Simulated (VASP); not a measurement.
Here is a VASP 6.6.1 calculation.

File INCAR:

```
AGGAC = 1.0
AGGAX = 1.0
ALDAC = 0.0
ALDAX = 1.0
ALGO = Normal
EDIFF = 1E-7
ENCUT = 520
GGA = B5
ISIF = 2
ISMEAR = -1
LASPH = T
LCHARG = F
LREAL = F
LWAVE = F
NBANDS = 11
NELM = 80
PREC = Accurate
SIGMA = 0.05
```

The input KPOINTS:

```
k-points
0
Gamma
  9 9 9
```

File POSCAR:

```
Si
1.0
    0.0000000000      2.6904812686      2.6904812686
    2.6904812686      0.0000000000      2.6904812686
    2.6904812686      2.6904812686      0.0000000000
Si
2
Direct
    0.5000000000      0.5000000000      0.5000000000
    0.7500000000      0.7500000000      0.7500000000
```

Potentials or basis: VASP PAW PBE potentials, release 64 (Si).

Launch:

```console
$ cat potpaw_PBE.64/Si/POTCAR > POTCAR
$ mpirun -np 1 vasp_std > vasp.out
```

Problem. Estimate the band gap on the k mesh.

Solution. 0.77 eV, indirect (least direct gap 2.72 eV).

Problem. Estimate the pressure.

Solution. 8.0 GPa.

Caveat: the PAW data sets were made with another functional, which shifts forces and pressure a little. A k mesh can miss the band edges.
